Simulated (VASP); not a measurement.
C:

```
C
1.0
     0.00000    1.74807    1.74807
     1.74807    0.00000    1.74807
     1.74807    1.74807    0.00000
C
2
Direct
  0.50000 0.50000 0.50000
  0.75000 0.75000 0.75000
```

Base run:

* Program: VASP 6.6.1
* Functional: LDA
* Potentials or basis: VASP PAW LDA potentials, release 64 (C)
* Cutoff: 520 eV
* k mesh: 10 × 10 × 10
* Occupations: gaussian, width 0.01 eV
* Spin: no spin polarisation

Its results: band gap on the k mesh 4.28 eV, indirect (least direct gap 5.71 eV); pressure 16.8 GPa.

Question: The run is repeated on the same cell with these changes: potentials or basis from VASP PAW LDA potentials, release 64 (C) to VASP PAW LDA potentials, release 64 (C_h); cutoff from 520 eV to 910 eV. What comes out?

Answer: Band gap on the k mesh 4.28 eV, indirect (least direct gap 5.71 eV); pressure 15.7 GPa.

Caveats: the cutoff is under 1.25 times the usual one of these potentials, so pressure, stress and relaxed cells hold a basis-set (Pulay) error (some runs).

A k mesh can miss the band edges.
